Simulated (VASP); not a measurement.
Here is a VASP 6.6.1 calculation.

The input INCAR:

```
SYSTEM = ErH
PREC = Accurate
ENCUT = 520
EDIFF = 1E-7
ISMEAR = -1
SIGMA = 0.05
LREAL = .False.
LASPH = .True.
NELM = 150
ALGO = Normal
ISIF = 2
LWAVE = .False.
LCHARG = .True.
ISPIN = 2
MAGMOM = 3 0
LORBIT = 11
LMAXMIX = 6
GGA = PE
LELF = .True.
LVHAR = .True.
NBANDS = 22
```

File KPOINTS:

```
Automatic mesh
0
Gamma
  9 9 9
  0 0 0
```

POSCAR

```
ErH
1.0
    0.0000000000      2.4358500000      2.4358500000
    2.4358500000      0.0000000000      2.4358500000
    2.4358500000      2.4358500000      0.0000000000
Er H
1 1
Direct
    0.0000000000      0.0000000000      0.0000000000
    0.5000000000      0.5000000000      0.5000000000
```

Potentials or basis: VASP PAW PBE potentials, release 64 (Er, H).

Run with:

```bash
$ cat potpaw_PBE.64/Er/POTCAR potpaw_PBE.64/H/POTCAR > POTCAR
$ mpirun -np 1 vasp_std > vasp.out
```

(1) Estimate the pressure.

(2) Predict the net moment.

(3) Estimate the site moments.

Answers

(1) 1.9 GPa.

(2) 2.44 μB per cell.

(3) Er +2.45; H -0.00 μB.

Caveat: the magnetic or orbital state may not be the lowest.
